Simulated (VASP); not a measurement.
A run of VASP 6.6.1:

The input INCAR:

```
SYSTEM = I
PREC = Accurate
ENCUT = 520
EDIFF = 1E-7
ISMEAR = 0
SIGMA = 0.1
LREAL = .FALSE.
LASPH = .TRUE.
NELM = 100
ALGO = Normal
ISIF = 2
LWAVE = .FALSE.
LCHARG = .FALSE.
GGA = PE
NBANDS = 10
```

Contents of KPOINTS:

```
regular mesh
0
G
  18 18 18
  0 0 0
```

POSCAR

```
I
1.0
   -1.5067896605      1.5067896605      4.3568425566
    1.5067896605     -1.5067896605      4.3568425566
    1.5067896605      1.5067896605     -4.3568425566
I
1
Direct
    0.0000000000      0.0000000000      0.0000000000
```

Potentials or basis: VASP PAW PBE potentials, release 64 (I).

Command:

```sh
$ cat potpaw_PBE.64/I/POTCAR > POTCAR
$ mpirun -np 1 vasp_std > vasp.out
```

Hardware: 1 thread of Oxide Virtual Turin-like Processor, with other jobs on the host.

Q: Estimate the wall time of this run.

A: Run time: 5.5 min on 1 thread of Oxide Virtual Turin-like Processor, with other jobs on the host, peak memory 0.31 GiB. Counts: scf iterations 13, k points 480.
